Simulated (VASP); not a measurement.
# Os (P6_3/mmc) in VASP: a series of runs

Runs on Os. Level: PBE. Tasks: single point.

Everything below comes from runs of VASP 6.6.1. Logs are shortened: lines on timing, memory, paths and dates and some standing lists are left out, and cuts for length are marked.

### 1 The cell of the first run

The structure is hexagonal, space group P6_3/mmc (No. 194). Conventional cell: a = 2.756 Å, b = 2.756 Å, c = 4.343 Å, α = 90.00°, β = 90.00°, γ = 120.00°. Os (site symmetry -6m2) has 12 Os at 2.69 to 2.76 Å within 3.5 Å.

### 2 Single point, PBE

INCAR

```
SYSTEM = Os
PREC = Accurate ; ENCUT = 520
EDIFF = 1E-6 ; ISMEAR = -1
SIGMA = 0.1 ; LREAL = .False.
LASPH = .True. ; NELM = 60
ALGO = Normal ; ISIF = 2
LWAVE = .False. ; LCHARG = .False.
GGA = PE ; NBANDS = 15
```

KPOINTS

```
Automatic mesh
0
Gamma
  8 8 5
  0 0 0
```

POSCAR

```
Os
1.0
    2.7559294133      0.0000000000      0.0000000000
   -1.3779647066      2.3867048830      0.0000000000
    0.0000000000      0.0000000000      4.3426533301
Os
2
Direct
    0.3333333333      0.6666666667      0.2500000000
    0.6666666667      0.3333333333      0.7500000000
```

Potentials or basis: VASP PAW PBE potentials, release 64 (Os).

On the command line:

```console
$ cat potpaw_PBE.64/Os/POTCAR > POTCAR
$ mpirun -np 1 vasp_std > vasp.out
```

OUTCAR:

```text
SYSTEM = Os
   PREC = Accurate
   ENCUT = 520
   EDIFF = 1E-6
   ISMEAR = -1
   LREAL = .False.
   LASPH = .True.
   NELM = 60
   ISIF = 2
   GGA = PE

 ion  position               nearest neighbor table
   1  0.333  0.667  0.250-   2 2.69   2 2.69   2 2.69   2 2.69   2 2.69   2 2.69
   2  0.667  0.333  0.750-   1 2.69   1 2.69   1 2.69   1 2.69   1 2.69   1 2.69

  LATTYP: Found a hexagonal cell.
 ALAT       =     2.7559294133
 C/A-ratio  =     1.5757491136

  Lattice vectors:

 A1 = (   2.7559294133,   0.0000000000,   0.0000000000)
 A2 = (  -1.3779647066,   2.3867048830,   0.0000000000)
 A3 = (   0.0000000000,   0.0000000000,   4.3426533301)

Analysis of symmetry for initial positions (statically):
=====================================================================
 Subroutine PRICEL returns:
 Original cell was already a primitive cell.

 Routine SETGRP: Setting up the symmetry group for a
 hexagonal supercell.

 Subroutine GETGRP returns: Found 24 space group operations
 (whereof 12 operations were pure point group operations)
 out of a pool of 24 trial point group operations.

The static configuration has the point symmetry D_3d.
 The point group associated with its full space group is D_6h.

Analysis of symmetry for dynamics (positions and initial velocities):
=====================================================================
 Subroutine PRICEL returns:
 Original cell was already a primitive cell.

 Routine SETGRP: Setting up the symmetry group for a
 hexagonal supercell.

 Subroutine GETGRP returns: Found 24 space group operations
 (whereof 12 operations were pure point group operations)
 out of a pool of 24 trial point group operations.

The dynamic configuration has the point symmetry D_3d.
 The point group associated with its full space group is D_6h.

 Subroutine INISYM returns: Found 24 space group operations
 (whereof 12 operations are pure point group operations),
 and found     1 'primitive' translations

----------------------------------------------------------------------------------------

                                     Primitive cell

  volume of cell :      28.5642

  direct lattice vectors                    reciprocal lattice vectors
     2.755929413  0.000000000  0.000000000     0.362853996  0.209493852  0.000000000
    -1.377964707  2.386704883  0.000000000     0.000000000  0.418987704  0.000000000
     0.000000000  0.000000000  4.342653330     0.000000000  0.000000000  0.230273965

  length of vectors
     2.755929413  2.755929413  4.342653330     0.418987704  0.418987704  0.230273965

  position of ions in fractional coordinates (direct lattice)
     0.333333333  0.666666667  0.250000000
     0.666666667  0.333333333  0.750000000

  ion indices of the primitive-cell ions
   primitive index   ion index
                 1           1
                 2           2

----------------------------------------------------------------------------------------

 KPOINTS: Automatic mesh

Automatic generation of k-mesh.
 Grid dimensions read from file:
 generate k-points for:    8    8    5

 Generating k-lattice:

  Cartesian coordinates                     Fractional coordinates (reciprocal lattice)
     0.045356749  0.026186732  0.000000000     0.125000000  0.000000000  0.000000000
     0.000000000  0.052373463  0.000000000     0.000000000  0.125000000  0.000000000
     0.000000000  0.000000000  0.046054793     0.000000000  0.000000000  0.200000000

  Length of vectors
     0.052373463  0.052373463  0.046054793

  Shift w.r.t. Gamma in fractional coordinates (k-lattice)
     0.000000000  0.000000000  0.000000000

 Subroutine IBZKPT returns following result:
 ===========================================

 Found     30 irreducible k-points:

 Following reciprocal coordinates:
            Coordinates               Weight
  0.000000  0.000000  0.000000      1.000000
  0.125000  0.000000  0.000000      6.000000
  0.250000  0.000000  0.000000      6.000000
  0.375000  0.000000  0.000000      6.000000
  0.500000  0.000000  0.000000      3.000000
  0.125000  0.125000  0.000000      6.000000
[... 16 lines left out ...]
  0.250000  0.000000  0.400000     12.000000
  0.375000  0.000000  0.400000     12.000000
 [... further k-points ...]
   k-points           NKPTS =     30   k-points in BZ     NKDIM =     30   number of bands    NBANDS=     15
   number of dos      NEDOS =    301   number of ions     NIONS =      2
   total plane-waves  NPLWV =  12800
   dimension x,y,z NGX =    20 NGY =   20 NGZ =   32
   dimension x,y,z NGXF=    40 NGYF=   40 NGZF=   64
   ions per type =               2
   NGX,Y,Z   is equivalent  to a cutoff of  12.06, 12.06, 12.25 a.u.
   NGXF,Y,Z  is equivalent  to a cutoff of  24.13, 24.13, 24.50 a.u.
 SYSTEM =  Os
   PREC   = accura    normal or accurate (medium, high low for compatibility)
   ISTART =      0    job   : 0-new  1-cont  2-samecut
   ICHARG =      2    charge: 1-file 2-atom 10-const
   ISPIN  =      1    spin polarized calculation?
   LNONCOLLINEAR =      F non collinear calculations
   LSORBIT =      F    spin-orbit coupling
   LASPH  =      T    aspherical Exc in radial PAW
   ENCUT  =  520.0 eV  38.22 Ry    6.18 a.u.   5.12  5.12  8.07*2*pi/ulx,y,z
   NELM   =     60;   NELMIN=  2; NELMDL= -5     # of ELM steps
   EDIFF  = 0.1E-05   stopping-criterion for ELM
   LREAL  =      F    real-space projection
   EDIFFG = 0.1E-04   stopping-criterion for IOM
   NSW    =      0    number of steps for IOM
   IBRION =     -1    ionic relax: 0-MD 1-quasi-New 2-CG
   NFREE  =      0    steps in history (QN), initial steepest desc. (CG)
   ISIF   =      2    stress and relaxation
   ISYM   =      2    0-nonsym 1-usesym 2-fastsym
   POTIM  = 0.5000    time-step for ionic-motion
   TEBEG  =    0.0;   TEEND  =   0.0 temperature during run
   PSTRESS=    0.0 pullay stress
   NELECT =      16.0000    total number of electrons
   NUPDOWN=      -1.0000    fix difference up-down
   EMIN   =  10.00;   EMAX   =-10.00  energy-range for DOS
   EFERMI =   0.00;   METHOD = LEGACY
   ISMEAR =    -1;   SIGMA  =   0.10  broadening in eV -4-tet -1-fermi 0-gaus
   EFERMI_NEDOS =   21; number of points for ismear=-14 and -15
   IALGO  =     38    algorithm
   IMIX   =      4    mixing-type and parameters
     AMIX     =   0.40;   BMIX     =  1.00
     AMIX_MAG =   1.60;   BMIX_MAG =  1.00
  volume/ion in A,a.u.               =      14.28        96.38
  Fermi-wavevector in a.u.,A,eV,Ry     =   1.349504  2.550193 24.778399  1.821161
  Thomas-Fermi vector in A             =   2.477085
   LORBIT       =      0    0 simple, 1 ext, 2 COOP (PROOUT), +10 PAW based schemes
   GGA     = PE    functional components
   LHFCALC =     F    Hartree Fock is set to
   AEXX    =    0.0000 exact exchange contribution
   IVDW    =     0    specifies the selected vdW correction
   LEPSILON=     F    determine dielectric tensor
   LRPA    =     F    only Hartree local field effects (RPA)
 non-spin polarized calculation
  energy-cutoff  :      520.00
  volume of cell :       28.56
 maximum number of plane-waves:       778
   NGX = 11   NGY = 11   NGZ = 17

 number of electron      15.9999999 magnetization

 Free energy of the ion-electron system (eV)
  ---------------------------------------------------
  ext. energy  EPLUGINS =         0.00000000
  ---------------------------------------------------
  free energy    TOTEN  =       -22.57096971 eV

  energy without entropy =      -22.54507641  energy(sigma->0) =      -22.55802306

 E-fermi :   9.0496     XC(G=0): -13.9376

 val. band max:        8.8886489683   @ k =   0.2500   0.0000   0.2000
 cond. band min:       9.2069624855   @ k =   0.0000   0.0000   0.0000
 fundamental gap:      0.3183135172
 Fermi energy:         9.0495808208

 k-point     1 :       0.0000    0.0000    0.0000
  band No.  band energies     occupation
      1      -1.6002      2.00000
      2       1.5655      2.00000
      3       6.1934      2.00000
      4       6.1934      2.00000
      5       6.4679      2.00000
      6       7.0140      2.00000
      7       7.0140      2.00000
      8       7.6120      2.00000
      9       7.6120      2.00000
     10       9.2070      0.34335
     11      10.7869      0.00000
     12      10.7869      0.00000
     13      18.0148      0.00000
     14      23.1856      0.00000
     15      25.9222      0.00000

 k-point     2 :       0.1250    0.0000    0.0000
  band No.  band energies     occupation
      1      -0.9980      2.00000
      2       2.0781      2.00000
      3       5.4040      2.00000
      4       6.6549      2.00000
      5       6.6793      2.00000
      6       6.7275      2.00000
      7       7.1935      2.00000
      8       7.2207      2.00000
      9       7.5100      2.00000
     10       7.8708      1.99998
     11      11.0492      0.00000
     12      13.2463      0.00000
     13      17.9381      0.00000
     14      24.3180      0.00000
     15      26.6084      0.00000

 k-point     3 :       0.2500    0.0000    0.0000
  band No.  band energies     occupation
      1       0.5209      2.00000
      2       2.8265      2.00000
      3       4.7038      2.00000
      4       4.9055      2.00000
      5       6.2278      2.00000
      6       6.4835      2.00000
      7       7.2562      2.00000
      8       8.2112      1.99954
      9       8.4567      1.99469
     10       8.8657      1.72552
     11      11.4645      0.00000
     12      16.5212      0.00000
     13      17.5817      0.00000
     14      22.9748      0.00000
     15      25.3153      0.00000
[... 343 lines left out ...]
 k-point    23 :       0.2500    0.0000    0.4000
  band No.  band energies     occupation
      1       1.6457      2.00000
      2       2.7483      2.00000
      3       4.1019      2.00000
      4       4.8396      2.00000
      5       5.7668      2.00000
      6       6.5310      2.00000
      7       7.0244      2.00000
      8       7.7061      2.00000
      9       9.4801      0.02663
     10      10.0432      0.00010
     11      10.4852      0.00000
     12      11.8772      0.00000
     13      22.1416      0.00000
     14      24.5925      0.00000
     15      25.4173      0.00000

 k-point    24 :       0.3750    0.0000    0.4000
  band No.  band energies     occupation
      1       1.7892      2.00000
      2       2.4339      2.00000
      3       3.8708      2.00000
      4       4.4827      2.00000
      5       7.2231      2.00000
      6       7.2262      2.00000
      7       8.1302      1.99980
      8       8.6448      1.96569
      9      10.5666      0.00000
     10      10.8835      0.00000
     11      10.9953      0.00000
     12      12.6505      0.00000
     13      19.5459      0.00000
     14      21.2334      0.00000
     15      24.7709      0.00000

 [... further k-points ...]

------------------------ aborting loop because EDIFF is reached ----------------------------------------

  FORCE on cell =-STRESS in cart. coord.  units (eV):
  Direction    XX          YY          ZZ          XY          YZ          ZX
  --------------------------------------------------------------------------------------
  -------------------------------------------------------------------------------------
  Total       -0.2112559     -0.2112559      0.0566553     -0.0000000      0.0000000      0.0000000
  in kB      -11.8494300    -11.8494300      3.1778190     -0.0000000      0.0000000      0.0000000
  external PRESSURE =      -6.8403470 kB  Pullay stress =       0.0000000 kB

 VOLUME and BASIS-vectors are now :
 -----------------------------------------------------------------------------
  energy-cutoff  :      520.00
  volume of cell :       28.56
      direct lattice vectors                 reciprocal lattice vectors
     2.755929413  0.000000000  0.000000000     0.362853996  0.209493852  0.000000000
    -1.377964707  2.386704883  0.000000000     0.000000000  0.418987704  0.000000000
     0.000000000  0.000000000  4.342653330     0.000000000  0.000000000  0.230273965

 POSITION                                       TOTAL-FORCE (eV/Angst)
 -----------------------------------------------------------------------------------
     -0.00000      1.59114      1.08566        -0.000000      0.000000      0.000000
      1.37796      0.79557      3.25699         0.000000      0.000000      0.000000
 -----------------------------------------------------------------------------------
    total drift:                               -0.000000      0.000000     -0.000000

  FREE ENERGIE OF THE ION-ELECTRON SYSTEM (eV)
  ---------------------------------------------------
  free  energy   TOTEN  =       -22.5709697118 eV

  energy  without entropy=      -22.5450764139  energy(sigma->0) =      -22.55802306
```

It took 5.3 s on 1 thread of Intel Xeon 6975P-C (Granite Rapids), shared host; peak memory 0.14 GiB.

Results:

- Free energy: -22.5710 eV
- Pressure: -0.7 GPa
- Band gap on the k mesh: zero (band 8 reaches 11.10 eV, above the bottom of band 9 at 7.51 eV)

Levels at points of the mesh, in eV from the Fermi level:
```tsv
k point	band 6	band 7	band 8	band 9	band 10	band 11
(0.00, 0.00, 0.00)	-2.04	-2.04	-1.44	-1.44	0.16	1.74
(0.50, 0.00, 0.00)	-2.39	-1.71	2.05	2.60	2.74	4.38
```

Caveat: spin-orbit coupling is left out, which moves the levels of the heavy elements.

### 3 Single point, PBE

INCAR

```
SYSTEM = Os
PREC     = Accurate       ! precision mode
ENCUT    = 520            ! plane-wave cutoff, eV
EDIFF    = 1E-6           ! SCF threshold, eV
ISMEAR   = -1             ! smearing method
SIGMA    = 0.1            ! smearing width, eV
LREAL    = .FALSE.        ! projectors in reciprocal space
LASPH    = .TRUE.         ! aspherical terms in the spheres
NELM     = 100            ! most SCF steps
ALGO     = Normal         ! electronic algorithm
ISIF     = 2              ! what is computed and relaxed
LWAVE    = .FALSE.        ! write WAVECAR
LCHARG   = .FALSE.        ! write CHGCAR
GGA      = PE             ! functional
NBANDS   = 15             ! bands
```

KPOINTS

```
regular mesh
0
G
  11 11 6
  0 0 0
```

POSCAR is that of step 2.

Potentials or basis: VASP PAW PBE potentials, release 64 (Os).

On the command line:

```console
$ cat potpaw_PBE.64/Os/POTCAR > POTCAR
$ mpirun -np 1 vasp_std > vasp.out
```

OUTCAR:

```text
SYSTEM = Os
   PREC = Accurate
   ENCUT = 520
   EDIFF = 1E-6
   ISMEAR = -1
   LREAL = .FALSE.
   LASPH = .TRUE.
   NELM = 100
   ISIF = 2
   GGA = PE

 ion  position               nearest neighbor table
   1  0.333  0.667  0.250-   2 2.69   2 2.69   2 2.69   2 2.69   2 2.69   2 2.69
   2  0.667  0.333  0.750-   1 2.69   1 2.69   1 2.69   1 2.69   1 2.69   1 2.69

  LATTYP: Found a hexagonal cell.
 ALAT       =     2.7559294133
 C/A-ratio  =     1.5757491136

  Lattice vectors:

[... 619 lines left out ...]

------------------------ aborting loop because EDIFF is reached ----------------------------------------

  FORCE on cell =-STRESS in cart. coord.  units (eV):
  Direction    XX          YY          ZZ          XY          YZ          ZX
  --------------------------------------------------------------------------------------
  -------------------------------------------------------------------------------------
  Total       -0.0782604     -0.0782604      0.1626106     -0.0000000      0.0000000      0.0000000
  in kB       -4.3896558     -4.3896558      9.1208938     -0.0000000      0.0000000      0.0000000
  external PRESSURE =       0.1138607 kB  Pullay stress =       0.0000000 kB

 VOLUME and BASIS-vectors are now :
 -----------------------------------------------------------------------------
  energy-cutoff  :      520.00
  volume of cell :       28.56
      direct lattice vectors                 reciprocal lattice vectors
     2.755929413  0.000000000  0.000000000     0.362853996  0.209493852  0.000000000
    -1.377964707  2.386704883  0.000000000     0.000000000  0.418987704  0.000000000
     0.000000000  0.000000000  4.342653330     0.000000000  0.000000000  0.230273965

 POSITION                                       TOTAL-FORCE (eV/Angst)
 -----------------------------------------------------------------------------------
     -0.00000      1.59114      1.08566        -0.000000     -0.000000      0.000000
      1.37796      0.79557      3.25699         0.000000      0.000000      0.000000
 -----------------------------------------------------------------------------------
    total drift:                               -0.000000      0.000000     -0.000000

  FREE ENERGIE OF THE ION-ELECTRON SYSTEM (eV)
  ---------------------------------------------------
  free  energy   TOTEN  =       -22.5099563251 eV

  energy  without entropy=      -22.4584332673  energy(sigma->0) =      -22.48419480
```

stdout:

```text
POSCAR found type information on POSCAR Os
 POSCAR found :  1 types and       2 ions
 scaLAPACK will be used
 LDA part: xc-table for (Slater+PW92), standard interpolation
 POSCAR, INCAR and KPOINTS ok, starting setup
 FFT: planning ... GRIDC
 FFT: planning ... GRID_SOFT
 FFT: planning ... GRID
 WAVECAR not read
 entering main loop
```

Wall time 9.4 s (1 thread of Intel Xeon 6975P-C (Granite Rapids), shared host); peak memory 0.14 GiB.

What came out:

```
Free energy            : -22.5100 eV
Pressure               : 0.0 GPa
Band gap on the k mesh : zero (band 8 reaches 11.16 eV, above the bottom of band 9 at 7.39 eV)
```

Stress tensor (GPa, compression positive):
```
-0.44  0.00  0.00
 0.00 -0.44  0.00
 0.00  0.00  0.91
```

Caveat: spin-orbit coupling is left out, which moves the levels of the heavy elements.
